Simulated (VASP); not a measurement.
# Mg (P6/mmm) in VASP: a series of runs

The runs below take Mg through single point, with PBEsol, LDA, r2SCAN.

All numbers are computed with VASP 6.6.1; they aren't measurements. Logs are shortened: lines on timing, memory, paths and dates and some standing lists are left out, and cuts for length are marked.

## Step 1: The cell of the first run

It takes space group P6/mmm (No. 191, hexagonal). Conventional cell: a = 3.064 Å, b = 3.064 Å, c = 3.149 Å, α = 90.00°, β = 90.00°, γ = 120.00°. Within 4.0 Å of Mg (site symmetry 6/mmm) lie 8 Mg at 3.06 to 3.15 Å.

This isn't the form of Mg at room conditions, which is hcp.

## Step 2: Single point, PBEsol (strained)

Contents of INCAR:

```
  ALGO = Fast
  EDIFF = 1E-6
  ENCUT = 520
  GGA = PS
  ISIF = 2
  ISMEAR = 0
  LASPH = True
  LCHARG = False
  LREAL = False
  LWAVE = False
  NBANDS = 7
  NELM = 80
  PREC = Accurate
  SIGMA = 0.1
```

Contents of KPOINTS:

```
k-points
0
Gamma
  15 15 12
```

Contents of POSCAR:

```
Mg
1.0
    3.0635991076      0.0000000000      0.0000000000
   -1.5317995539      2.6531546542      0.0000000000
    0.0000000000      0.0000000000      3.1494581889
Mg
1
Direct
    0.0000000000      0.0000000000      0.0000000000
```

Potentials or basis: VASP PAW PBE potentials, release 64 (Mg).

The run is started by

```console
> cat potpaw_PBE.64/Mg/POTCAR > POTCAR
> mpirun -np 1 vasp_std > vasp.out
```

OUTCAR:

```text
EDIFF = 1E-6
   ENCUT = 520
   GGA = PS
   ISIF = 2
   ISMEAR = 0
   LASPH = True
   LREAL = False
   NELM = 80
   PREC = Accurate

 ion  position               nearest neighbor table
   1  0.000  0.000  0.000-

  LATTYP: Found a hexagonal cell.
 ALAT       =     3.0635991076
 C/A-ratio  =     1.0280255602

  Lattice vectors:

 A1 = (   3.0635991076,   0.0000000000,   0.0000000000)
 A2 = (  -1.5317995539,   2.6531546542,   0.0000000000)
 A3 = (   0.0000000000,   0.0000000000,   3.1494581889)

Analysis of symmetry for initial positions (statically):
=====================================================================
 Subroutine PRICEL returns:
 Original cell was already a primitive cell.

 Routine SETGRP: Setting up the symmetry group for a
 hexagonal supercell.

 Subroutine GETGRP returns: Found 24 space group operations
 (whereof 24 operations were pure point group operations)
 out of a pool of 24 trial point group operations.

The static configuration has the point symmetry D_6h.

Analysis of symmetry for dynamics (positions and initial velocities):
=====================================================================
 Subroutine PRICEL returns:
 Original cell was already a primitive cell.

 Routine SETGRP: Setting up the symmetry group for a
 hexagonal supercell.

 Subroutine GETGRP returns: Found 24 space group operations
 (whereof 24 operations were pure point group operations)
 out of a pool of 24 trial point group operations.

The dynamic configuration has the point symmetry D_6h.

 Subroutine INISYM returns: Found 24 space group operations
 (whereof 24 operations are pure point group operations),
 and found     1 'primitive' translations

----------------------------------------------------------------------------------------

                                     Primitive cell

  volume of cell :      25.5994

  direct lattice vectors                    reciprocal lattice vectors
     3.063599108  0.000000000  0.000000000     0.326413465  0.188454902  0.000000000
    -1.531799554  2.653154654  0.000000000     0.000000000  0.376909804  0.000000000
     0.000000000  0.000000000  3.149458189     0.000000000  0.000000000  0.317514931

  length of vectors
     3.063599108  3.063599108  3.149458189     0.376909804  0.376909804  0.317514931

  position of ions in fractional coordinates (direct lattice)
     0.000000000  0.000000000  0.000000000

  ion indices of the primitive-cell ions
   primitive index   ion index
                 1           1

----------------------------------------------------------------------------------------

 KPOINTS: k-points

Automatic generation of k-mesh.
 Grid dimensions read from file:
 generate k-points for:   15   15   12

 Generating k-lattice:

  Cartesian coordinates                     Fractional coordinates (reciprocal lattice)
     0.021760898  0.012563660  0.000000000     0.066666667  0.000000000  0.000000000
     0.000000000  0.025127320  0.000000000     0.000000000  0.066666667  0.000000000
     0.000000000  0.000000000  0.026459578     0.000000000  0.000000000  0.083333333

  Length of vectors
     0.025127320  0.025127320  0.026459578

  Shift w.r.t. Gamma in fractional coordinates (k-lattice)
     0.000000000  0.000000000  0.000000000

 Subroutine IBZKPT returns following result:
 ===========================================

 Found    189 irreducible k-points:

 Following reciprocal coordinates:
            Coordinates               Weight
  0.000000  0.000000  0.000000      1.000000
  0.066667  0.000000  0.000000      6.000000
  0.133333  0.000000  0.000000      6.000000
  0.200000  0.000000  0.000000      6.000000
  0.266667  0.000000  0.000000      6.000000
  0.333333 -0.000000  0.000000      6.000000
[... 16 lines left out ...]
  0.333333  0.200000  0.000000     12.000000
  0.400000  0.200000  0.000000      6.000000
 [... further k-points ...]
   k-points           NKPTS =    189   k-points in BZ     NKDIM =    189   number of bands    NBANDS=      7
   number of dos      NEDOS =    301   number of ions     NIONS =      1
   total plane-waves  NPLWV =  13824
   dimension x,y,z NGX =    24 NGY =   24 NGZ =   24
   dimension x,y,z NGXF=    48 NGYF=   48 NGZF=   48
   ions per type =               1
   NGX,Y,Z   is equivalent  to a cutoff of  13.02, 13.02, 12.67 a.u.
   NGXF,Y,Z  is equivalent  to a cutoff of  26.05, 26.05, 25.34 a.u.
 SYSTEM =  unknown system
   PREC   = accura    normal or accurate (medium, high low for compatibility)
   ISTART =      0    job   : 0-new  1-cont  2-samecut
   ICHARG =      2    charge: 1-file 2-atom 10-const
   ISPIN  =      1    spin polarized calculation?
   LNONCOLLINEAR =      F non collinear calculations
   LSORBIT =      F    spin-orbit coupling
   LASPH  =      T    aspherical Exc in radial PAW
   ENCUT  =  520.0 eV  38.22 Ry    6.18 a.u.   5.70  5.70  5.86*2*pi/ulx,y,z
   NELM   =     80;   NELMIN=  2; NELMDL= -5     # of ELM steps
   EDIFF  = 0.1E-05   stopping-criterion for ELM
   LREAL  =      F    real-space projection
   EDIFFG = 0.1E-04   stopping-criterion for IOM
   NSW    =      0    number of steps for IOM
   IBRION =     -1    ionic relax: 0-MD 1-quasi-New 2-CG
   NFREE  =      0    steps in history (QN), initial steepest desc. (CG)
   ISIF   =      2    stress and relaxation
   ISYM   =      2    0-nonsym 1-usesym 2-fastsym
   POTIM  = 0.5000    time-step for ionic-motion
   TEBEG  =    0.0;   TEEND  =   0.0 temperature during run
   PSTRESS=    0.0 pullay stress
   NELECT =       2.0000    total number of electrons
   NUPDOWN=      -1.0000    fix difference up-down
   EMIN   =  10.00;   EMAX   =-10.00  energy-range for DOS
   EFERMI =   0.00;   METHOD = LEGACY
   ISMEAR =     0;   SIGMA  =   0.10  broadening in eV -4-tet -1-fermi 0-gaus
   EFERMI_NEDOS =   21; number of points for ismear=-14 and -15
   IALGO  =     68    algorithm
   IMIX   =      4    mixing-type and parameters
     AMIX     =   0.40;   BMIX     =  1.00
     AMIX_MAG =   1.60;   BMIX_MAG =  1.00
  volume/ion in A,a.u.               =      25.60       172.75
  Fermi-wavevector in a.u.,A,eV,Ry     =   0.699855  1.322534  6.664092  0.489797
  Thomas-Fermi vector in A             =   1.783848
   LORBIT       =      0    0 simple, 1 ext, 2 COOP (PROOUT), +10 PAW based schemes
   GGA     = PS    functional components
   LHFCALC =     F    Hartree Fock is set to
   AEXX    =    0.0000 exact exchange contribution
   IVDW    =     0    specifies the selected vdW correction
   LEPSILON=     F    determine dielectric tensor
   LRPA    =     F    only Hartree local field effects (RPA)
 non-spin polarized calculation
 RMM-DIIS sequential band-by-band and
 Gauss-broadening in eV      SIGMA  =   0.10
  energy-cutoff  :      520.00
  volume of cell :       25.60
 maximum number of plane-waves:       703
 NGX is ok and might be reduce to    24
   NGX = 11   NGY = 11   NGZ = 11

 number of electron       2.0000000 magnetization

 Free energy of the ion-electron system (eV)
  ---------------------------------------------------
  ext. energy  EPLUGINS =         0.00000000
  ---------------------------------------------------
  free energy    TOTEN  =        -1.48358551 eV

  energy without entropy =       -1.48107508  energy(sigma->0) =       -1.48233029

 E-fermi :   1.9968     XC(G=0):  -8.1739

 val. band max:        1.9948572886   @ k =   0.4000   0.2000   0.2500
 cond. band min:       2.0114258735   @ k =   0.4000   0.2000   0.1667
 fundamental gap:      0.0165685849
 Fermi energy:         1.9968032336

 k-point     1 :       0.0000    0.0000    0.0000
  band No.  band energies     occupation
      1      -4.4571      2.00000
      2       9.5153      0.00000
      3       9.8795      0.00000
      4      14.5862      0.00000
      5      14.5862      0.00000
      6      15.6530      0.00000
      7      15.6530      0.00000

 k-point     2 :       0.0667    0.0000    0.0000
  band No.  band energies     occupation
      1      -4.3619      2.00000
      2       9.5297      0.00000
      3       9.9597      0.00000
      4      13.0607      0.00000
      5      13.8949      0.00000
      6      15.5368      0.00000
      7      16.5057      0.00000

 k-point     3 :       0.1333    0.0000    0.0000
  band No.  band energies     occupation
      1      -4.0767      2.00000
      2       9.4151      0.00000
      3      10.2006      0.00000
      4      11.1647      0.00000
      5      13.0003      0.00000
      6      14.9245      0.00000
      7      17.8826      0.00000

 k-point     4 :       0.2000    0.0000    0.0000
  band No.  band energies     occupation
      1      -3.6034      2.00000
      2       8.2741      0.00000
      3      10.3946      0.00000
      4      10.6026      0.00000
      5      12.2306      0.00000
      6      14.4027      0.00000
      7      19.4497      0.00000

 k-point     5 :       0.2667    0.0000    0.0000
  band No.  band energies     occupation
      1      -2.9448      2.00000
      2       6.4591      0.00000
      3      10.3797      0.00000
      4      11.1662      0.00000
      5      11.6105      0.00000
      6      14.1994      0.00000
      7      19.6744      0.00000
[... 161 lines left out ...]
 k-point    22 :       0.2667    0.2000    0.0000
  band No.  band energies     occupation
      1      -0.9972      2.00000
      2       4.3650      0.00000
      3       5.8020      0.00000
      4      12.8650      0.00000
      5      13.8146      0.00000
      6      17.5191      0.00000
      7      17.7636      0.00000

 k-point    23 :       0.3333    0.2000    0.0000
  band No.  band energies     occupation
      1       0.0920      2.00000
      2       2.8174      0.00000
      3       5.5239      0.00000
      4      13.8314      0.00000
      5      14.6971      0.00000
      6      16.3288      0.00000
      7      16.9537      0.00000

 k-point    24 :       0.4000    0.2000    0.0000
  band No.  band energies     occupation
      1       1.1498      2.00000
      2       1.6027      2.00000
      3       5.4338      0.00000
      4      14.7509      0.00000
      5      15.2439      0.00000
      6      15.2489      0.00000
      7      16.5392      0.00000

 [... further k-points ...]
[... 5 lines left out ...]
  --------------------------------------------------------------------------------------
  -------------------------------------------------------------------------------------
  Total        0.0745912      0.0745912     -0.3193352     -0.0000000      0.0000000      0.0000000
  in kB        4.6683970      4.6683970    -19.9860499     -0.0000000      0.0000000      0.0000000
  external PRESSURE =      -3.5497520 kB  Pullay stress =       0.0000000 kB

 VOLUME and BASIS-vectors are now :
 -----------------------------------------------------------------------------
  energy-cutoff  :      520.00
  volume of cell :       25.60
      direct lattice vectors                 reciprocal lattice vectors
     3.063599108  0.000000000  0.000000000     0.326413465  0.188454902  0.000000000
    -1.531799554  2.653154654  0.000000000     0.000000000  0.376909804  0.000000000
     0.000000000  0.000000000  3.149458189     0.000000000  0.000000000  0.317514931

 POSITION                                       TOTAL-FORCE (eV/Angst)
 -----------------------------------------------------------------------------------
      0.00000      0.00000      0.00000        -0.000000      0.000000      0.000000
 -----------------------------------------------------------------------------------
    total drift:                                0.000000      0.000000      0.000000

  FREE ENERGIE OF THE ION-ELECTRON SYSTEM (eV)
  ---------------------------------------------------
  free  energy   TOTEN  =        -1.4835855075 eV

  energy  without entropy=       -1.4810750809  energy(sigma->0) =       -1.48233029
```

Run time: 12 s. Hardware: 1 thread of Intel Xeon 8259CL, shared host; peak memory 0.16 GiB.

What came out:

- Free energy: -1.4836 eV
- Pressure: -0.4 GPa
- Band gap on the k mesh: zero (bands 1 and 2 overlap by 5.17 eV)

Stress tensor (GPa, compression positive):
```
 0.47  0.00  0.00
 0.00  0.47  0.00
 0.00  0.00 -2.00
```

Levels at points of the mesh, in eV from the Fermi level:
| k point | band 1 | band 2 | band 3 | band 4 |
| --- | --- | --- | --- | --- |
| (0.00, 0.00, 0.00) | -6.45 | 7.52 | 7.88 | 12.59 |
| (0.00, 0.00, 0.50) | -3.14 | -2.30 | 14.50 | 14.50 |

Caveat: the cell differs from its parent crystal (strained); the PAW data sets were made with another functional, which shifts forces and pressure a little.

(Continued in part 2 of 2.)

The gap in the log of VASP goes by the Fermi energy; the results here count the filled bands.